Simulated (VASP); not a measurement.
Input of a VASP 6.6.1 run:

INCAR

```
  ALGO = Normal
  EDIFF = 1E-7
  ENCUT = 520
  GGA = PE
  ISIF = 2
  ISMEAR = -1
  LASPH = T
  LCHARG = F
  LREAL = F
  LWAVE = F
  NBANDS = 15
  NELM = 60
  PREC = Accurate
  SIGMA = 0.005
```

File KPOINTS:

```
k-points
0
Gamma
  5 5 5
```

The input POSCAR:

```
KCl
1.0
    0.0000000000      3.1464700000      3.1464700000
    3.1464700000      0.0000000000      3.1464700000
    3.1464700000      3.1464700000      0.0000000000
K Cl
1 1
Direct
   -0.0111760000      0.0118590000     -0.0019720000
    0.4830260000      0.5020970000      0.5056370000
```

Potentials or basis: VASP PAW PBE potentials, release 64 (K_sv, Cl).

The run is started by

```bash
$ cat potpaw_PBE.64/K_sv/POTCAR potpaw_PBE.64/Cl/POTCAR > POTCAR
$ mpirun -np 1 vasp_std > vasp.out
```

Q: Predict the pressure.

A: 0.8 GPa.

Q: Estimate the band gap on the k mesh.

A: 5.19 eV.

Q: Predict the largest force.

A: 0.068 eV/Å.

Forces on the atoms (eV/Å):
```
K   -0.009  0.008 -0.066
Cl   0.009 -0.008  0.066
```
